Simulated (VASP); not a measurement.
**SiMo3: single point with PBEsol**

The system is SiMo3.

```
Si Mo
1.0
     4.86159    0.00000    0.00000
     0.00000    4.86159    0.00000
     0.00000    0.00000    4.86159
Si Mo
2 6
Direct
  0.00000 0.00708 0.00000
  0.50000 0.50708 0.50000
  0.25000 0.01053 0.50000
  0.50000 0.72686 0.00000
  0.75000 0.01053 0.50000
  0.50000 0.22686 0.00000
  0.00000 0.51053 0.75000
  0.00000 0.51053 0.25000
```

This cell differs from its parent crystal: mode 4 (147.8 1/cm) frozen in, largest displacement +0.113 Å.

```
Program             : VASP 6.6.1
Task                : single point
Functional          : PBEsol
Potentials or basis : VASP PAW PBE potentials, release 64 (Si, Mo_sv)
Cutoff              : 520 eV
k mesh              : 8 × 8 × 8
Occupations         : gaussian, width 0.15 eV
Spin                : no spin polarisation
```

| Quantity | Value |
| --- | --- |
| Pressure | 1.1 GPa |
| Largest force | 0.871 eV/Å |
| Band gap on the k mesh | zero (band 46 reaches 14.15 eV, above the bottom of band 47 at 11.72 eV) |

Forces in eV/Å, atoms in the order of the input:
```
Si   0.000 -0.077  0.000
Si   0.000 -0.077  0.000
Mo  -0.014 -0.397  0.000
Mo   0.000  0.871  0.000
Mo   0.014 -0.397  0.000
Mo   0.000  0.871  0.000
Mo   0.000 -0.397 -0.014
Mo   0.000 -0.397  0.014
```

Stress tensor (GPa, compression positive):
```
1.21 0.00 0.00
0.00 1.00 0.00
0.00 0.00 1.21
```

Levels at points of the mesh, in eV from the Fermi level:
```csv
k point,band 44,band 45,band 46,band 47,band 48,band 49
"(0.00, 0.00, 0.00)",-1.61,1.05,1.25,1.25,2.29,2.37
"(0.50, 0.00, 0.00)",-1.73,0.26,0.27,0.84,0.91,1.53
"(0.00, 0.50, 0.00)",-1.72,0.25,0.25,0.92,0.92,1.51
"(0.50, 0.50, 0.00)",-0.92,-0.87,-0.69,-0.66,-0.49,-0.10
"(0.50, 0.00, 0.50)",-0.87,-0.87,-0.82,-0.76,-0.27,0.04
"(0.50, 0.50, 0.50)",-1.21,-1.19,-1.19,-1.18,-1.18,1.30
```

It took 3.9 min on 1 thread of Intel(R) Xeon(R) 6975P-C (Granite Rapids), with other jobs on the host, peak memory 0.44 GiB.

Caveat: the cell differs from its parent crystal (mode 4 (147.8 1/cm) frozen in, largest displacement +0.113 Å); the PAW data sets were made with another functional, which shifts forces and pressure a little.
